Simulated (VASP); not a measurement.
Here is a VASP 6.6.1 calculation.

The input INCAR:

```
SYSTEM = Pt
ALGO = Normal
EDIFF = 1E-6
ENCUT = 500
GGA = PS
GGA_COMPAT = .False.
ISIF = 2
ISMEAR = 1
LASPH = .True.
LCHARG = .False.
LREAL = .False.
LWAVE = .False.
NBANDS = 11
NELM = 120
PREC = Accurate
SIGMA = 0.1
```

File KPOINTS:

```
k-points
0
Gamma
  8 8 8
  0 0 0
```

POSCAR

```
Pt
1.0
    0.0000000000      1.9609000000      1.9609000000
    1.9609000000      0.0000000000      1.9609000000
    1.9609000000      1.9609000000      0.0000000000
Pt
1
Direct
    0.0000000000      0.0000000000      0.0000000000
```

Potentials or basis: VASP PAW PBE potentials, release 64 (Pt).

Launch:

```console
$ cat potpaw_PBE.64/Pt/POTCAR > POTCAR
$ mpirun -np 1 vasp_std > vasp.out
```

(1) What does it give for the band gap on the k mesh?

(2) Estimate the pressure.

## Answers

(1) zero (band 5 reaches 11.56 eV, above the bottom of band 6 at 9.34 eV).

(2) -2.0 GPa.

Caveat: the PAW data sets were made with another functional, which shifts forces and pressure a little; spin-orbit coupling is left out, which moves the levels of the heavy elements.
